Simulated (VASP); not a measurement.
# SiC (P6_3/mmc) in VASP: further runs

The runs below take SiC through relaxation of cell and atoms, single point, with r2SCAN.

Program: VASP 6.6.1. These are calculated values, not measurements. Logs are shortened: lines on timing, memory, paths and dates and some standing lists are left out, and cuts for length are marked.

## (1) The cell of the first run

Symmetry: P6_3/mmc, No. 194, hexagonal system. Conventional cell: a = 3.076 Å, b = 3.076 Å, c = 5.048 Å, α = 90.00°, β = 90.00°, γ = 120.00°. Within 2.4 Å of Si (site symmetry -6m2) lie 3 C at 1.78 Å. C (site symmetry -6m2) has 3 Si at 1.78 Å within 2.4 Å.

## (2) Relaxation of cell and atoms, r2SCAN

The input, POSCAR:

```
SiC
1.0
    3.0760000000      0.0000000000      0.0000000000
   -1.5380000000      2.6638941420      0.0000000000
    0.0000000000      0.0000000000      5.0480000000
Si C
2 2
Direct
    0.3333333333      0.6666666667      0.0000000000
    0.6666666667      0.3333333333      0.5000000000
    0.3333333333      0.6666666667      0.5000000000
    0.6666666667      0.3333333333      1.0000000000
```

The input, INCAR.step1:

```
SYSTEM = SiC
PREC = Accurate ; ENCUT = 600
ISMEAR = 0 ; SIGMA = 0.1
LREAL = .FALSE. ; LASPH = .TRUE.
NELM = 80 ; GGA = PE
ALGO = Normal ; EDIFF = 1E-4
LWAVE = .TRUE. ; LCHARG = .FALSE.
```

The input, INCAR.step2:

```
SYSTEM = SiC
PREC = Accurate ; ENCUT = 600
EDIFF = 1E-6 ; ISMEAR = 0
SIGMA = 0.1 ; LREAL = .FALSE.
LASPH = .TRUE. ; NELM = 80
ALGO = Normal ; ISIF = 3
LWAVE = .FALSE. ; LCHARG = .FALSE.
METAGGA = R2SCAN ; LMIXTAU = .TRUE.
IBRION = 2 ; NSW = 100
EDIFFG = -0.05 ; ISTART = 1
```

The input, KPOINTS:

```
Automatic mesh
0
G
  9 9 4
  0 0 0
```

Potentials or basis: VASP PAW PBE potentials, release 64 (Si, C).

Run with:

```console
$ cat potpaw_PBE.64/Si/POTCAR potpaw_PBE.64/C/POTCAR > POTCAR
$ cp INCAR.step1 INCAR
$ mpirun -np 1 vasp_std > vasp.out
$ cp INCAR.step2 INCAR
$ mpirun -np 1 vasp_std > vasp.out
```

OUTCAR:

```text
SYSTEM = SiC
   PREC = Accurate
   ENCUT = 600
   EDIFF = 1E-6
   ISMEAR = 0
   LREAL = .FALSE.
   LASPH = .TRUE.
   NELM = 80
   ISIF = 3
   METAGGA = R2SCAN
   IBRION = 2
   NSW = 100
   EDIFFG = -0.05
   ISTART = 1

 ion  position               nearest neighbor table
   1  0.333  0.667  0.000-   4 1.78   4 1.78   4 1.78   3 2.52   3 2.52   2 3.09   2 3.09   2 3.09
                             2 3.09   2 3.09   2 3.09
   2  0.667  0.333  0.500-   3 1.78   3 1.78   3 1.78   4 2.52   4 2.52   1 3.09   1 3.09   1 3.09
                             1 3.09   1 3.09   1 3.09
   3  0.333  0.667  0.500-   2 1.78   2 1.78   2 1.78   1 2.52   1 2.52
   4  0.667  0.333  0.000-   1 1.78   1 1.78   1 1.78   2 2.52   2 2.52

  LATTYP: Found a hexagonal cell.
 ALAT       =     3.0760000000
 C/A-ratio  =     1.6410923277

  Lattice vectors:

 A1 = (   3.0760000000,   0.0000000000,   0.0000000000)
 A2 = (  -1.5380000000,   2.6638941420,   0.0000000000)
 A3 = (   0.0000000000,   0.0000000000,   5.0480000000)

Analysis of symmetry for initial positions (statically):
=====================================================================
 Subroutine PRICEL returns:
 Original cell was already a primitive cell.

 Routine SETGRP: Setting up the symmetry group for a
 hexagonal supercell.

 Subroutine GETGRP returns: Found 24 space group operations
 (whereof 12 operations were pure point group operations)
 out of a pool of 24 trial point group operations.

The static configuration has the point symmetry D_3h.
 The point group associated with its full space group is D_6h.

Analysis of symmetry for dynamics (positions and initial velocities):
=====================================================================
 Subroutine PRICEL returns:
 Original cell was already a primitive cell.

 Routine SETGRP: Setting up the symmetry group for a
 hexagonal supercell.

 Subroutine GETGRP returns: Found 24 space group operations
 (whereof 12 operations were pure point group operations)
 out of a pool of 24 trial point group operations.

The dynamic configuration has the point symmetry D_3h.
 The point group associated with its full space group is D_6h.

 Subroutine INISYM returns: Found 24 space group operations
 (whereof 12 operations are pure point group operations),
 and found     1 'primitive' translations

----------------------------------------------------------------------------------------

                                     Primitive cell

  volume of cell :      41.3640

  direct lattice vectors                    reciprocal lattice vectors
[... 106 lines left out ...]
   ISMEAR =     0;   SIGMA  =   0.10  broadening in eV -4-tet -1-fermi 0-gaus
   EFERMI_NEDOS =   21; number of points for ismear=-14 and -15
   IALGO  =     38    algorithm
   IMIX   =      4    mixing-type and parameters
     AMIX     =   0.40;   BMIX     =  1.00
     AMIX_MAG =   1.60;   BMIX_MAG =  1.00
  volume/ion in A,a.u.               =      10.34        69.78
  Fermi-wavevector in a.u.,A,eV,Ry     =   1.192817  2.254098 19.358549  1.422813
  Thomas-Fermi vector in A             =   2.328847
   LORBIT       =      0    0 simple, 1 ext, 2 COOP (PROOUT), +10 PAW based schemes
   METAGGA = R2SCAN    functional components
   LHFCALC =     F    Hartree Fock is set to
   AEXX    =    0.0000 exact exchange contribution
   IVDW    =     0    specifies the selected vdW correction
   LEPSILON=     F    determine dielectric tensor
   LRPA    =     F    only Hartree local field effects (RPA)
 conjugate gradient relaxation of ions
 non-spin polarized calculation
 Gauss-broadening in eV      SIGMA  =   0.10
  energy-cutoff  :      600.00
  volume of cell :       41.36
 maximum number of plane-waves:      1404
 NGX is ok and might be reduce to    28
   NGX = 13   NGY = 13   NGZ = 21

--------------------------------------- Ionic step        1  -------------------------------------------

 number of electron      16.0000001 magnetization

 Free energy of the ion-electron system (eV)
  ---------------------------------------------------
  ext. energy  EPLUGINS =         0.00000000
  ---------------------------------------------------
  free energy    TOTEN  =       -36.63619686 eV

  energy without entropy =      -36.63619686  energy(sigma->0) =      -36.63619686

------------------------ aborting loop because EDIFF is reached ----------------------------------------

  FORCE on cell =-STRESS in cart. coord.  units (eV):
  Direction    XX          YY          ZZ          XY          YZ          ZX
  --------------------------------------------------------------------------------------
  -------------------------------------------------------------------------------------
  Total        3.6841428      3.6841428      0.5140475      0.0000000      0.0000000      0.0000000
  in kB      142.7001380    142.7001380     19.9109147      0.0000000      0.0000000      0.0000000
  external PRESSURE =     101.7703969 kB  Pullay stress =       0.0000000 kB
[... 25 lines left out ...]
--------------------------------------- Ionic step        2  -------------------------------------------

 number of electron      16.0000000 magnetization

 E-fermi :   9.3767     XC(G=0): -11.5762

 val. band max:        9.3319949306   @ k =   0.0000   0.0000   0.0000
 cond. band min:       9.4920483588   @ k =   0.4444  -0.0000   0.0000
 fundamental gap:      0.1600534282
 Fermi energy:         9.3767004920

 k-point     1 :       0.0000    0.0000    0.0000
  band No.  band energies     occupation
      1      -8.5841      2.00000
      2      -5.3897      2.00000
      3      -0.1227      2.00000
      4       4.8668      2.00000
      5       4.8668      2.00000
      6       6.1001      2.00000
      7       6.1001      2.00000
      8       9.3320      1.47276
      9      10.6702      0.00000
     10      12.5815      0.00000
     11      13.4061      0.00000
     12      13.4061      0.00000
[... 458 lines left out ...]
--------------------------------------- Ionic step        5  -------------------------------------------

 number of electron      16.0000000 magnetization

 Free energy of the ion-electron system (eV)
  ---------------------------------------------------
  ext. energy  EPLUGINS =         0.00000000
  ---------------------------------------------------
  free energy    TOTEN  =       -36.69587133 eV

  energy without entropy =      -36.69587131  energy(sigma->0) =      -36.69587132

 E-fermi :  10.1606     XC(G=0): -11.8275

 val. band max:        9.8487079884   @ k =   0.0000   0.0000   0.0000
 cond. band min:      10.4988570893   @ k =   0.4444  -0.0000   0.0000
 fundamental gap:      0.6501491009
 Fermi energy:        10.1606136157

 k-point     1 :       0.0000    0.0000    0.0000
  band No.  band energies     occupation
      1      -8.4288      2.00000
      2      -5.1839      2.00000
      3       0.0991      2.00000
      4       5.4994      2.00000
      5       5.4994      2.00000
      6       6.6707      2.00000
      7       6.6707      2.00000
      8       9.8487      1.99999
      9      12.3134      0.00000
     10      13.7875      0.00000
     11      14.5189      0.00000
     12      14.5189      0.00000
[... 376 lines left out ...]
  FREE ENERGIE OF THE ION-ELECTRON SYSTEM (eV)
  ---------------------------------------------------
  free  energy   TOTEN  =       -36.6958713269 eV

  energy  without entropy=      -36.6958713052  energy(sigma->0) =      -36.69587132

 reached required accuracy - stopping structural energy minimisation
```

OUTCAR.step1:

```text
SYSTEM = SiC
   PREC = Accurate
   ENCUT = 600
   ISMEAR = 0
   LREAL = .FALSE.
   LASPH = .TRUE.
   NELM = 80
[... 593 lines left out ...]
      1.53800      0.88796      2.52400         0.000000      0.000000      0.000000
     -0.00000      1.77593      2.52400         0.000000      0.000000      0.000000
      1.53800      0.88796      0.00000        -0.000000      0.000000      0.000000
 -----------------------------------------------------------------------------------
    total drift:                               -0.000000      0.000000     -0.000000

  FREE ENERGIE OF THE ION-ELECTRON SYSTEM (eV)
  ---------------------------------------------------
  free  energy   TOTEN  =       -28.1888187558 eV

  energy  without entropy=      -28.1888187553  energy(sigma->0) =      -28.18881876
```

Run time: 2.8 min. Hardware: 1 thread of Intel Xeon Platinum 8559C (Emerald Rapids), shared host; peak memory 0.18 GiB.

What came out:

```yaml
Free_energy: -36.6959 eV
Relaxed_volume: 10.69 Å³/atom
Relaxed_cell: a = 3.127 Å, b = 3.127 Å, c = 5.049 Å, α = 90.00°, β = 90.00°, γ = 120.00°
Space_group_after_relaxing_to_0.1_Å: P6_3/mmc (No. 194)
Energy_gained_by_relaxing: 14.9 meV/atom
Ionic_steps: 5
Pressure_after_relaxing: -0.2 GPa
Band_gap_on_the_k_mesh: 0.65 eV (least direct gap 2.46 eV)
```

The path:
```csv
step,energy change (eV),largest force (eV/Å),pressure (GPa),volume (Å³)
1,0.0000,0.0000,10.18,41.36
2,0.0939,0.0000,-14.30,45.40
3,-0.0592,0.0000,-0.42,42.86
4,-0.0592,0.0000,-0.22,42.83
5,-0.0597,0.0000,-0.21,42.75
```

Final structure:
```cif
data_structure
_symmetry_space_group_name_H-M 'P 1'
_symmetry_Int_Tables_number 1
_cell_length_a 3.1270
_cell_length_b 3.1270
_cell_length_c 5.0486
_cell_angle_alpha 90.000
_cell_angle_beta 90.000
_cell_angle_gamma 120.000
_cell_volume 42.75
loop_
_atom_site_label
_atom_site_type_symbol
_atom_site_fract_x
_atom_site_fract_y
_atom_site_fract_z
_atom_site_occupancy
Si1 Si 0.33333 0.66667 0.00000 1
Si2 Si 0.66667 0.33333 0.50000 1
C1 C 0.33333 0.66667 0.50000 1
C2 C 0.66667 0.33333 0.00000 1
```

Caveat: semilocal functionals underestimate gaps, and a narrow one can read as zero; the PAW data sets were made with another functional, which shifts forces and pressure a little. A k mesh can miss the band edges.

## (3) Single point, r2SCAN

This run uses another cell than the first one, of 10.53 Å³/atom.

The input, POSCAR:

```
SiC
1.0
    3.1366764368      0.0000000000      0.0000000000
   -1.5683382184      2.7164414777      0.0000000000
    0.0000000000      0.0000000000      4.9413842786
Si C
2 2
Direct
    0.3333333333      0.6666666667      0.0000000000
    0.6666666667      0.3333333333      0.5000000000
    0.3333333333      0.6666666667      0.5000000000
    0.6666666667      0.3333333333      1.0000000000
```

The input, INCAR.step1:

```
SYSTEM = SiC
ALGO     = Normal         ! electronic algorithm
EDIFF    = 1E-4           ! SCF threshold, eV
ENCUT    = 520            ! plane-wave cutoff, eV
GGA      = PE             ! functional
ISMEAR   = 0              ! smearing method
LASPH    = .TRUE.         ! aspherical terms in the spheres
LCHARG   = .FALSE.        ! write CHGCAR
LREAL    = .FALSE.        ! projectors in reciprocal space
LWAVE    = .TRUE.         ! write WAVECAR
NBANDS   = 16             ! bands
NELM     = 60             ! most SCF steps
PREC     = Accurate       ! precision mode
SIGMA    = 0.01           ! smearing width, eV
```

The input, INCAR.step2:

```
SYSTEM = SiC
ALGO     = Normal         ! electronic algorithm
EDIFF    = 1E-7           ! SCF threshold, eV
ENCUT    = 520            ! plane-wave cutoff, eV
ISIF     = 2              ! what is computed and relaxed
ISMEAR   = 0              ! smearing method
ISTART   = 1            
LASPH    = .TRUE.         ! aspherical terms in the spheres
LCHARG   = .FALSE.        ! write CHGCAR
LMIXTAU  = .TRUE.       
LREAL    = .FALSE.        ! projectors in reciprocal space
LWAVE    = .FALSE.        ! write WAVECAR
METAGGA  = R2SCAN         ! meta-GGA
NBANDS   = 16             ! bands
NELM     = 60             ! most SCF steps
PREC     = Accurate       ! precision mode
SIGMA    = 0.01           ! smearing width, eV
```

The input, KPOINTS:

```
k-points
0
G
  18 18 10
  0 0 0
```

Potentials or basis: VASP PAW PBE potentials, release 64 (Si, C).

Run with:

```console
$ cat potpaw_PBE.64/Si/POTCAR potpaw_PBE.64/C/POTCAR > POTCAR
$ cp INCAR.step1 INCAR
$ mpirun -np 1 vasp_std > vasp.out
$ cp INCAR.step2 INCAR
$ mpirun -np 1 vasp_std > vasp.out
```

OUTCAR:

```text
SYSTEM = SiC
   EDIFF = 1E-7
   ENCUT = 520
   ISIF = 2
   ISMEAR = 0
   ISTART = 1
   LASPH = .TRUE.
   LREAL = .FALSE.
   METAGGA = R2SCAN
   NELM = 60
   PREC = Accurate

 ion  position               nearest neighbor table
   1  0.333  0.667  0.000-   4 1.81   4 1.81   4 1.81   3 2.47   3 2.47   2 3.06   2 3.06   2 3.06
                             2 3.06   2 3.06   2 3.06
   2  0.667  0.333  0.500-   3 1.81   3 1.81   3 1.81   4 2.47   4 2.47   1 3.06   1 3.06   1 3.06
                             1 3.06   1 3.06   1 3.06
   3  0.333  0.667  0.500-   2 1.81   2 1.81   2 1.81   1 2.47   1 2.47
[... 662 lines left out ...]
  --------------------------------------------------------------------------------------
  -------------------------------------------------------------------------------------
  Total       -0.1118131     -0.1118131      0.0160244      0.0000000     -0.0000000      0.0000000
  in kB       -4.2548548     -4.2548548      0.6097825      0.0000000     -0.0000000      0.0000000
  external PRESSURE =      -2.6333091 kB  Pullay stress =       0.0000000 kB

 VOLUME and BASIS-vectors are now :
 -----------------------------------------------------------------------------
  energy-cutoff  :      520.00
  volume of cell :       42.10
      direct lattice vectors                 reciprocal lattice vectors
     3.136676437  0.000000000  0.000000000     0.318808784  0.184064337  0.000000000
    -1.568338218  2.716441478  0.000000000     0.000000000  0.368128674  0.000000000
     0.000000000  0.000000000  4.941384279     0.000000000  0.000000000  0.202372441

 POSITION                                       TOTAL-FORCE (eV/Angst)
 -----------------------------------------------------------------------------------
     -0.00000      1.81096      0.00000        -0.000000      0.000000      0.000000
      1.56834      0.90548      2.47069         0.000000      0.000000      0.000000
     -0.00000      1.81096      2.47069        -0.000000     -0.000000      0.000000
      1.56834      0.90548      0.00000         0.000000      0.000000      0.000000
 -----------------------------------------------------------------------------------
    total drift:                               -0.000000      0.000000     -0.000000

  FREE ENERGIE OF THE ION-ELECTRON SYSTEM (eV)
  ---------------------------------------------------
  free  energy   TOTEN  =       -36.6913235756 eV

  energy  without entropy=      -36.6913235756  energy(sigma->0) =      -36.69132358
```

OUTCAR.step1:

```text
SYSTEM = SiC
   EDIFF = 1E-4
   ENCUT = 520
   GGA = PE
   ISMEAR = 0
   LASPH = .TRUE.
   LREAL = .FALSE.
   NELM = 60
[... 688 lines left out ...]
      1.56834      0.90548      2.47069        -0.000000     -0.000000      0.000000
     -0.00000      1.81096      2.47069        -0.000000      0.000000      0.000000
      1.56834      0.90548      0.00000         0.000000     -0.000000      0.000000
 -----------------------------------------------------------------------------------
    total drift:                               -0.000000      0.000000     -0.000000

  FREE ENERGIE OF THE ION-ELECTRON SYSTEM (eV)
  ---------------------------------------------------
  free  energy   TOTEN  =       -28.2932630839 eV

  energy  without entropy=      -28.2932407324  energy(sigma->0) =      -28.29325191
```

OSZICAR.step1:

```text
N       E                     dE             d eps       ncg     rms          rms(c)
DAV:   1     0.271562300912E+02    0.27156E+02   -0.71106E+03  7104   0.892E+02
DAV:   2    -0.298251714323E+02   -0.56981E+02   -0.52064E+02 10072   0.158E+02
DAV:   3    -0.324347353954E+02   -0.26096E+01   -0.25974E+01  9200   0.313E+01
DAV:   4    -0.324547104014E+02   -0.19975E-01   -0.19972E-01  8712   0.333E+00
DAV:   5    -0.324549105049E+02   -0.20010E-03   -0.20010E-03  9336   0.316E-01    0.130E+01
DAV:   6    -0.283727683478E+02    0.40821E+01   -0.70923E+00  8640   0.167E+01    0.556E+00
DAV:   7    -0.283126938234E+02    0.60075E-01   -0.11969E+00 10032   0.642E+00    0.250E+00
DAV:   8    -0.282950203196E+02    0.17674E-01   -0.57118E-02  8096   0.151E+00    0.651E-01
DAV:   9    -0.282927964696E+02    0.22239E-02   -0.98290E-03  9552   0.671E-01    0.134E-01
DAV:  10    -0.282931814927E+02   -0.38502E-03   -0.95404E-04  8176   0.195E-01    0.676E-02
DAV:  11    -0.282932630839E+02   -0.81591E-04   -0.10735E-04  7360   0.765E-02
   1 F= -.28293263E+02 E0= -.28293252E+02  d E =-.223515E-04
```

Run time: 4.3 min. Hardware: 1 thread of Intel Xeon Platinum 8559C (Emerald Rapids), shared host; peak memory 0.25 GiB.

What came out:

```yaml
Free_energy: -36.6913 eV
Pressure: -0.3 GPa
Band_gap_on_the_k_mesh: 0.14 eV (least direct gap 1.91 eV)
```

Stress tensor (GPa, compression positive):
```
-0.43  0.00  0.00
 0.00 -0.43  0.00
 0.00  0.00  0.06
```

Caveat: semilocal functionals underestimate gaps, and a narrow one can read as zero; the PAW data sets were made with another functional, which shifts forces and pressure a little. A k mesh can miss the band edges.
